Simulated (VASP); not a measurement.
Input of a VASP 6.6.1 run:

INCAR

```
ALGO = Fast
EDIFF = 1E-7
EDIFFG = -0.01
ENCUT = 600
GGA = PE
IBRION = 2
ISIF = 4
ISMEAR = 0
LASPH = True
LCHARG = False
LREAL = False
LWAVE = False
NELM = 100
NSW = 50
PREC = Accurate
SIGMA = 0.1
```

KPOINTS

```
k-points
0
Gamma
  12 12 8
```

POSCAR

```
Ca
1.0
    3.7392845529      0.0000000000      0.0000000000
   -1.8696422765      3.2383154148      0.0000000000
    0.0000000000      0.0000000000      6.1591765679
Ca
2
Direct
    0.3333333333      0.6666666667      0.2500000000
    0.6666666667      0.3333333333      0.7500000000
```

Potentials or basis: VASP PAW PBE potentials, release 64 (Ca_sv).

Run with:

```console
$ cat potpaw_PBE.64/Ca_sv/POTCAR > POTCAR
$ mpirun -np 1 vasp_std > vasp.out
```

Problem. Estimate the band gap on the k mesh.

Solution. Zero (band 10 reaches 2.73 eV, above the bottom of band 11 at 2.32 eV).

Final structure:
```
Ca
1.0
     3.73591    0.00000    0.00000
    -1.86795    3.23539    0.00000
     0.00000    0.00000    6.17032
Ca
2
Direct
  0.33333 0.66667 0.25000
  0.66667 0.33333 0.75000
```
